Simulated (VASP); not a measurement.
# Na16F (a cell with a defect) in VASP: single point with LDA

Aim: the single point of Na16F (a cell with a defect) with LDA.

All numbers are computed with VASP 6.6.1; they aren't measurements. Logs are shortened: lines on timing, memory, paths and dates and some standing lists are left out, and cuts for length are marked.

### Step 1. The cell of the first run

The cell holds a defect, 17 atoms: a = 8.460 Å, b = 8.460 Å, c = 8.460 Å, α = 90.00°, β = 90.00°, γ = 90.00°.

### Step 2. Single point, LDA

Input file INCAR:

```
ALGO = Normal ; EDIFF = 1E-6
ENCUT = 520 ; ISIF = 2
ISMEAR = -1 ; LASPH = True
LCHARG = False ; LREAL = Auto
LWAVE = False ; NBANDS = 74
NELM = 80 ; PREC = Accurate
SIGMA = 0.05
```

Input file KPOINTS:

```
k-points
0
Gamma
  2 2 2
```

Input file POSCAR:

```
Na16F
1.0
    8.4600000000      0.0000000000      0.0000000000
    0.0000000000      8.4600000000      0.0000000000
    0.0000000000      0.0000000000      8.4600000000
Na F
16 1
Direct
    0.0291838061     -0.0000945626     -0.0124431442
    0.4617208038     -0.0000994090     -0.0016667849
    0.0137823877      0.4998991726     -0.0065137116
   -0.0176096927     -0.0000930260      0.4963275414
    0.2402221040      0.2623495272      0.2775224586
    0.4851118203      0.4999024823      0.0100052009
    0.5194094563     -0.0000973995      0.4744796690
    0.7586177305      0.2587925532      0.2349310875
   -0.0156360520      0.4998965721      0.5158946809
    0.2402182033      0.7374535461      0.2775244681
    0.2561228132      0.2298316785      0.7386332151
    0.5143572104      0.4999007092      0.4993686761
    0.7586213948      0.7410099291      0.2349333333
    0.7414627660      0.2503029551      0.7585080378
    0.2561180851      0.7699715130      0.7386323877
    0.7414665485      0.7494998818      0.7585055556
    0.2483718676     -0.0000985816      0.8540159574
```

Potentials or basis: VASP PAW LDA potentials, release 64 (Na_pv, F).

Command:

```bash
cat potpaw_LDA.64/Na_pv/POTCAR potpaw_LDA.64/F/POTCAR > POTCAR
mpirun -np 1 vasp_std > vasp.out
```

OUTCAR:

```text
EDIFF = 1E-6
   ENCUT = 520
   ISIF = 2
   ISMEAR = -1
   LASPH = True
   LREAL = Auto
   NELM = 80
   PREC = Accurate

 ion  position               nearest neighbor table
   1  0.029  1.000  0.988-  17 2.17
   2  0.462  1.000  0.998-  17 2.18
   3  0.014  0.500  0.993-
   4  0.982  1.000  0.496-
   5  0.240  0.262  0.278-
   6  0.485  0.500  0.010-
   7  0.519  1.000  0.474-
   8  0.759  0.259  0.235-
   9  0.984  0.500  0.516-
  10  0.240  0.737  0.278-
  11  0.256  0.230  0.739-  17 2.18
  12  0.514  0.500  0.499-
  13  0.759  0.741  0.235-
  14  0.741  0.250  0.759-
  15  0.256  0.770  0.739-  17 2.18
  16  0.741  0.749  0.759-
  17  0.248  1.000  0.854-   1 2.17  15 2.18  11 2.18   2 2.18

  LATTYP: Found a simple cubic cell.
 ALAT       =     8.4600000000

  Lattice vectors:

 A1 = (   8.4600000000,   0.0000000000,   0.0000000000)
 A2 = (   0.0000000000,   8.4600000000,   0.0000000000)
 A3 = (   0.0000000000,   0.0000000000,   8.4600000000)

Analysis of symmetry for initial positions (statically):
=====================================================================
 Subroutine PRICEL returns:
 Original cell was already a primitive cell.

 Routine SETGRP: Setting up the symmetry group for a
 simple cubic supercell.

 Subroutine GETGRP returns: Found  1 space group operations
 (whereof  1 operations were pure point group operations)
 out of a pool of 48 trial point group operations.

The static configuration has the point symmetry C_1 .

Analysis of symmetry for dynamics (positions and initial velocities):
=====================================================================
 Subroutine PRICEL returns:
 Original cell was already a primitive cell.

 Routine SETGRP: Setting up the symmetry group for a
 simple cubic supercell.

 Subroutine GETGRP returns: Found  1 space group operations
 (whereof  1 operations were pure point group operations)
 out of a pool of 48 trial point group operations.

The dynamic configuration has the point symmetry C_1 .

 Subroutine INISYM returns: Found  1 space group operations
 (whereof  1 operations are pure point group operations),
 and found     1 'primitive' translations

----------------------------------------------------------------------------------------

                                     Primitive cell

  volume of cell :     605.4957

  direct lattice vectors                    reciprocal lattice vectors
     8.460000000  0.000000000  0.000000000     0.118203310  0.000000000  0.000000000
     0.000000000  8.460000000  0.000000000     0.000000000  0.118203310  0.000000000
     0.000000000  0.000000000  8.460000000     0.000000000  0.000000000  0.118203310

  length of vectors
     8.460000000  8.460000000  8.460000000     0.118203310  0.118203310  0.118203310

  position of ions in fractional coordinates (direct lattice)
     0.029183806  0.999905437  0.987556856
     0.461720804  0.999900591  0.998333215
     0.013782388  0.499899173  0.993486288
     0.982390307  0.999906974  0.496327541
     0.240222104  0.262349527  0.277522459
     0.485111820  0.499902482  0.010005201
[... 9 lines left out ...]
     0.741466549  0.749499882  0.758505556
     0.248371868  0.999901418  0.854015957

  ion indices of the primitive-cell ions
   primitive index   ion index
                 1           1
                 2           2
                 3           3
                 4           4
                 5           5
                 6           6
[... 9 lines left out ...]
                16          16
                17          17

----------------------------------------------------------------------------------------

 KPOINTS: k-points

Automatic generation of k-mesh.
 Grid dimensions read from file:
 generate k-points for:    2    2    2

 Generating k-lattice:

  Cartesian coordinates                     Fractional coordinates (reciprocal lattice)
     0.059101655  0.000000000  0.000000000     0.500000000  0.000000000  0.000000000
     0.000000000  0.059101655  0.000000000     0.000000000  0.500000000  0.000000000
     0.000000000  0.000000000  0.059101655     0.000000000  0.000000000  0.500000000

  Length of vectors
     0.059101655  0.059101655  0.059101655

  Shift w.r.t. Gamma in fractional coordinates (k-lattice)
     0.000000000  0.000000000  0.000000000

 Subroutine IBZKPT returns following result:
 ===========================================

 Found      8 irreducible k-points:

 Following reciprocal coordinates:
            Coordinates               Weight
  0.000000  0.000000  0.000000      1.000000
  0.500000  0.000000  0.000000      1.000000
  0.000000  0.500000  0.000000      1.000000
  0.000000  0.000000  0.500000      1.000000
  0.500000  0.500000  0.000000      1.000000
  0.000000  0.500000  0.500000      1.000000
  0.500000  0.000000  0.500000      1.000000
  0.500000  0.500000  0.500000      1.000000
   k-points           NKPTS =      8   k-points in BZ     NKDIM =      8   number of bands    NBANDS=     74
   number of dos      NEDOS =    301   number of ions     NIONS =     17
   total plane-waves  NPLWV = 262144
   dimension x,y,z NGX =    64 NGY =   64 NGZ =   64
   dimension x,y,z NGXF=   128 NGYF=  128 NGZF=  128
   ions per type =              16   1
   NGX,Y,Z   is equivalent  to a cutoff of  12.58, 12.58, 12.58 a.u.
   NGXF,Y,Z  is equivalent  to a cutoff of  25.15, 25.15, 25.15 a.u.
 SYSTEM =  unknown system
   PREC   = accura    normal or accurate (medium, high low for compatibility)
   ISTART =      0    job   : 0-new  1-cont  2-samecut
   ICHARG =      2    charge: 1-file 2-atom 10-const
   ISPIN  =      1    spin polarized calculation?
   LNONCOLLINEAR =      F non collinear calculations
   LSORBIT =      F    spin-orbit coupling
   LASPH  =      T    aspherical Exc in radial PAW
   ENCUT  =  520.0 eV  38.22 Ry    6.18 a.u.  15.73 15.73 15.73*2*pi/ulx,y,z
   NELM   =     80;   NELMIN=  2; NELMDL= -5     # of ELM steps
   EDIFF  = 0.1E-05   stopping-criterion for ELM
   LREAL  =      T    real-space projection
   EDIFFG = 0.1E-04   stopping-criterion for IOM
   NSW    =      0    number of steps for IOM
   IBRION =     -1    ionic relax: 0-MD 1-quasi-New 2-CG
   NFREE  =      0    steps in history (QN), initial steepest desc. (CG)
   ISIF   =      2    stress and relaxation
   ISYM   =      2    0-nonsym 1-usesym 2-fastsym
   POTIM  = 0.5000    time-step for ionic-motion
   TEBEG  =    0.0;   TEEND  =   0.0 temperature during run
   PSTRESS=    0.0 pullay stress
   NELECT =     119.0000    total number of electrons
   NUPDOWN=      -1.0000    fix difference up-down
   EMIN   =  10.00;   EMAX   =-10.00  energy-range for DOS
   EFERMI =   0.00;   METHOD = LEGACY
   ISMEAR =    -1;   SIGMA  =   0.05  broadening in eV -4-tet -1-fermi 0-gaus
   EFERMI_NEDOS =   21; number of points for ismear=-14 and -15
   IALGO  =     38    algorithm
   IMIX   =      4    mixing-type and parameters
     AMIX     =   0.40;   BMIX     =  1.00
     AMIX_MAG =   1.60;   BMIX_MAG =  1.00
  volume/ion in A,a.u.               =      35.62       240.36
  Fermi-wavevector in a.u.,A,eV,Ry     =   0.951817  1.798673 12.326274  0.905956
  Thomas-Fermi vector in A             =   2.080322
   LORBIT       =      0    0 simple, 1 ext, 2 COOP (PROOUT), +10 PAW based schemes
   GGA     = CA    functional components
   LHFCALC =     F    Hartree Fock is set to
   AEXX    =    0.0000 exact exchange contribution
   IVDW    =     0    specifies the selected vdW correction
   LEPSILON=     F    determine dielectric tensor
   LRPA    =     F    only Hartree local field effects (RPA)
 non-spin polarized calculation
  energy-cutoff  :      520.00
  volume of cell :      605.50
 maximum number of plane-waves:     16384
 NGX is ok and might be reduce to    64
   NGX = 31   NGY = 31   NGZ = 31

 number of electron     118.9999980 magnetization

 Free energy of the ion-electron system (eV)
  ---------------------------------------------------
  ext. energy  EPLUGINS =         0.00000000
  ---------------------------------------------------
  free energy    TOTEN  =       -29.90924380 eV

  energy without entropy =      -29.76347439  energy(sigma->0) =      -29.83635910

 E-fermi :   0.0764     XC(G=0):  -6.7409

 val. band max:       -0.2105192203   @ k =   0.0000   0.5000   0.0000
 cond. band min:       0.0806884997   @ k =   0.5000   0.0000   0.5000
 fundamental gap:      0.2912077200
 Fermi energy:         0.0763920507

 k-point     1 :       0.0000    0.0000    0.0000
  band No.  band energies     occupation
      1     -24.9763      2.00000
      2     -24.8735      2.00000
      3     -24.8670      2.00000
      4     -24.8608      2.00000
      5     -24.8558      2.00000
      6     -24.8530      2.00000
[... 63 lines left out ...]
     70       1.5599      0.00000
     71       1.9113      0.00000

 k-point     2 :       0.5000    0.0000    0.0000
  band No.  band energies     occupation
      1     -24.9761      2.00000
      2     -24.8730      2.00000
      3     -24.8670      2.00000
      4     -24.8605      2.00000
      5     -24.8557      2.00000
      6     -24.8538      2.00000
[... 63 lines left out ...]
     70       1.8985      0.00000
     71       1.9910      0.00000

 k-point     3 :       0.0000    0.5000    0.0000
  band No.  band energies     occupation
      1     -24.9760      2.00000
      2     -24.8734      2.00000
      3     -24.8670      2.00000
      4     -24.8607      2.00000
      5     -24.8557      2.00000
      6     -24.8530      2.00000
[... 359 lines left out ...]
     70       2.4408      0.00000
     71       2.5270      0.00000

 k-point     8 :       0.5000    0.5000    0.5000
  band No.  band energies     occupation
      1     -24.9757      2.00000
      2     -24.8730      2.00000
      3     -24.8670      2.00000
      4     -24.8604      2.00000
      5     -24.8556      2.00000
      6     -24.8537      2.00000
[... 63 lines left out ...]
     70       2.4238      0.00000
     71       2.4516      0.00000
 [bands above 71 left out]

------------------------ aborting loop because EDIFF is reached ----------------------------------------

  FORCE on cell =-STRESS in cart. coord.  units (eV):
  Direction    XX          YY          ZZ          XY          YZ          ZX
  --------------------------------------------------------------------------------------
  -------------------------------------------------------------------------------------
  Total       -3.0109915     -3.3640375     -3.0031864      0.0000057      0.0000091     -0.1050395
  in kB       -7.9672607     -8.9014411     -7.9466079      0.0000152      0.0000241     -0.2779407
  external PRESSURE =      -8.2717699 kB  Pullay stress =       0.0000000 kB

 VOLUME and BASIS-vectors are now :
 -----------------------------------------------------------------------------
  energy-cutoff  :      520.00
  volume of cell :      605.50
      direct lattice vectors                 reciprocal lattice vectors
     8.460000000  0.000000000  0.000000000     0.118203310  0.000000000  0.000000000
     0.000000000  8.460000000  0.000000000     0.000000000  0.118203310  0.000000000
     0.000000000  0.000000000  8.460000000     0.000000000  0.000000000  0.118203310

 POSITION                                       TOTAL-FORCE (eV/Angst)
 -----------------------------------------------------------------------------------
      0.24689      8.45920      8.35473        -0.010695      0.000019      0.021004
      3.90616      8.45916      8.44590         0.024159      0.000058      0.024670
      0.11660      4.22915      8.40489        -0.000032      0.000065     -0.000410
      8.31102      8.45921      4.19893        -0.024869      0.000042     -0.039512
      2.03228      2.21948      2.34784         0.000002      0.002512      0.001696
      4.10405      4.22918      0.08464         0.000605      0.000049     -0.006534
[... 9 lines left out ...]
      6.27281      6.34077      6.41696         0.006162      0.009538     -0.002158
      2.10123      8.45917      7.22497         0.015378     -0.000920      0.030123
 -----------------------------------------------------------------------------------
    total drift:                               -0.003319     -0.001316      0.000559

  FREE ENERGIE OF THE ION-ELECTRON SYSTEM (eV)
  ---------------------------------------------------
  free  energy   TOTEN  =       -29.9092438007 eV

  energy  without entropy=      -29.7634743923  energy(sigma->0) =      -29.83635910
```

Wall time 12 min (1 thread of Intel Xeon 8259CL, shared host); peak memory 0.54 GiB.

Results:

```
Free energy            : -29.9092 eV
Pressure               : -0.8 GPa
Largest force          : 0.047 eV/Å
Band gap on the k mesh : zero (an odd number of electrons rules out a gap without spin polarisation)
```

Forces on the atoms (eV/Å):
```
Na  -0.011  0.000  0.021
Na   0.024  0.000  0.025
Na   0.000  0.000  0.000
Na  -0.025  0.000 -0.040
Na   0.000  0.003  0.002
Na   0.001  0.000 -0.007
Na   0.002  0.000 -0.010
Na  -0.004  0.006 -0.006
Na  -0.004  0.000 -0.002
Na   0.000 -0.002  0.002
Na  -0.005 -0.005 -0.005
Na   0.003  0.000  0.005
Na  -0.004 -0.005 -0.006
Na   0.006 -0.009 -0.002
Na  -0.005  0.005 -0.005
Na   0.006  0.010 -0.002
F    0.015 -0.001  0.030
```

Levels at points of the mesh, in eV from the Fermi level:
```tsv
k point	band 57	band 58	band 59	band 60	band 61	band 62
(0.00, 0.00, 0.00)	-0.90	-0.87	-0.61	0.85	0.88	0.92
(0.50, 0.00, 0.00)	-0.47	-0.45	-0.35	-0.34	-0.30	0.01
(0.00, 0.50, 0.00)	-0.48	-0.47	-0.36	-0.32	-0.29	0.03
(0.00, 0.00, 0.50)	-0.48	-0.41	-0.40	-0.31	-0.30	0.01
(0.50, 0.50, 0.00)	0.02	0.03	0.04	0.07	0.11	0.13
(0.00, 0.50, 0.50)	0.01	0.02	0.03	0.04	0.09	0.12
(0.50, 0.00, 0.50)	0.00	0.02	0.03	0.06	0.09	0.14
(0.50, 0.50, 0.50)	-1.42	-1.37	-1.35	-0.89	2.25	2.28
```

Caveat: the k points lie up to 0.37 Å⁻¹ apart, too coarse for converged energies and pressures of a metal; an odd number of electrons without spin polarisation forces a metal; a magnetic or distorted state may lie lower.

The gap in the log of VASP goes by the Fermi energy; the results here count the filled bands.